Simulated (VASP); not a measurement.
Input of a VASP 6.6.1 run:

File INCAR:

```
PREC = Accurate
ENCUT = 600
EDIFF = 1E-7
ISMEAR = 0
SIGMA = 0.01
LREAL = F
LASPH = T
NELM = 100
ALGO = Normal
ISIF = 3
LWAVE = F
LCHARG = F
GGA = PS
IBRION = 2
NSW = 80
EDIFFG = -0.001
PSTRESS = 180.0
```

Contents of KPOINTS:

```
regular mesh
0
Gamma
  12 12 12
```

Contents of POSCAR:

```
WS2
1.0
    1.5513658972      0.8956815183      5.7277121744
   -1.5513658972      0.8956815183      5.7277121744
    0.0000000000     -1.7913630367      5.7277121744
W S
1 2
Direct
   -0.0006167413     -0.0006167413     -0.0006167413
    0.7573121020      0.7573121020      0.7573121020
    0.5746046394      0.5746046394      0.5746046394
```

Potentials or basis: VASP PAW PBE potentials, release 64 (W_sv, S).

The run is started by

```console
$ cat potpaw_PBE.64/W_sv/POTCAR potpaw_PBE.64/S/POTCAR > POTCAR
$ mpirun -np 1 vasp_std > vasp.out
```

(1) What does it give for the space group after relaxing (to 0.1 Å)?

(2) What does it give for the band gap on the k mesh?

Results:

(1) R3m (No. 160).

(2) 0.25 eV (least direct gap 1.62 eV).

Caveat: the cell is relaxed towards a set pressure, so the run minimises the enthalpy, not the energy; spin-orbit coupling is left out, which moves the levels of the heavy elements.
